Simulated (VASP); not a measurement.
The system is TiC (dq5).

```
CELL_PARAMETERS angstrom
0.00000 2.16572 2.16572
2.16572 0.00000 2.16572
2.16572 2.16572 0.00000
ATOMIC_POSITIONS crystal
Ti 0.00000 0.00000 0.00000
C 0.50000 0.50000 0.50000
```

```yaml
Program: VASP 6.6.1
Task: relaxation of cell and atoms
Functional: LDA
Potentials_or_basis: VASP PAW LDA potentials, release 64 (Ti_sv, C)
Cutoff: 600 eV
k_mesh: 8 × 8 × 8
Occupations: gaussian, width 0.1 eV
Spin: no spin polarisation
```

At the start: pressure -12.0 GPa; volume 10.16 Å³/atom.

Problem. Where does the relaxation end?

Solution. Over 3 steps the energy falls by 18.3 meV/atom and the volume is 9.70 Å³/atom (-4.5 %); space group Fm-3m (No. 225, to 0.05 Å).

The path:
```tsv
step	energy change (eV)	largest force (eV/Å)	pressure (GPa)	volume (Å³)
1	0.0000	0.0000	-12.03	20.32
2	0.0384	0.0000	20.77	18.15
3	-0.0367	0.0000	-0.22	19.39
```

Final structure:
```yaml
crystal:
  lattice:
    - [0.00000, 2.13241, 2.13241]
    - [2.13241, 0.00000, 2.13241]
    - [2.13241, 2.13241, 0.00000]
  atoms:
    - { symbol: Ti, position: [0.00000, 0.00000, 0.00000] }
    - { symbol: C, position: [0.50000, 0.50000, 0.50000] }
```
